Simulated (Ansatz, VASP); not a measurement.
# Cu3O2: VASP beside Ansatz

The input INCAR:

```
  PREC = Accurate
  ENCUT = 520
  EDIFF = 1E-6
  ISMEAR = 0
  SIGMA = 0.15
  LREAL = False
  LASPH = True
  NELM = 80
  ALGO = Normal
  ISIF = 2
  LWAVE = False
  LCHARG = False
  GGA = PE
  NBANDS = 30
```

File KPOINTS:

```
regular mesh
0
Gamma
  14 14 14
```

POSCAR

```
Cu3O2
1.0
   -2.0333354225      2.0333354225      3.4749500000
    2.0333354225     -2.0333354225      3.4749500000
    2.0333354225      2.0333354225     -3.4749500000
Cu O
3 2
Direct
    0.2500000000      0.7500000000      0.5000000000
    0.7500000000      0.2500000000      0.5000000000
    0.0000000000      0.0000000000      0.0000000000
    0.0000000000      0.5000000000      0.5000000000
    0.5000000000      0.0000000000      0.5000000000
```

Input for Ansatz:

```yaml
crystal:
  lattice:
    - [-2.0333354225, 2.0333354225, 3.47495]
    - [2.0333354225, -2.0333354225, 3.47495]
    - [2.0333354225, 2.0333354225, -3.47495]
  atoms:
    - { symbol: Cu, position: [0.25, 0.75, 0.5] }
    - { symbol: Cu, position: [0.75, 0.25, 0.5] }
    - { symbol: Cu, position: [0.0, 0.0, 0.0] }
    - { symbol: O, position: [0.0, 0.5, 0.5] }
    - { symbol: O, position: [0.5, 0.0, 0.5] }
basis:
  ecutwfc: 520.0
kpoints:
  mp_grid: { grid: [14, 14, 14] }
hamiltonian:
  xc: pbe
  pseudopotentials: { kind: paw, azcp: { folder: soft_1 } }
scf:
  occupations: { method: gaussian, width: 0.15 }
output:
  forces: true
  stress: true
  eigenvalues: true
```

Alike in both runs: task single point; functional PBE; k mesh 14 × 14 × 14; occupations gaussian, width 0.15 eV; no spin polarisation.

|  | VASP | Ansatz |
| --- | --- | --- |
| version | VASP 6.6.1 | Ansatz 0.2.0 |
| potentials or method | VASP PAW PBE potentials, release 64 (Cu, O), cutoff 520 eV | scalar-relativistic, plane waves, PAW |
| valence electrons in the cell | 45 | 69 |

|  | VASP | Ansatz | Ansatz less VASP |
| --- | --- | --- | --- |
| gap on the k mesh at the Fermi level (eV) | none | none | - |
| pressure (GPa) | 16.0 | 15.0 | -1.01 |
| traceless stress, the component that is largest in VASP (GPa) | 21.75 | 20.37 | -1.386 |

A gap of «none» marks a metal or a gap that the smearing closes. The functional is the same, so the differences come from potentials, cutoffs and numerics. VASP's potentials hold 45 valence electrons a cell and Ansatz's 69, so a difference there can come from the potentials and not from the codes.
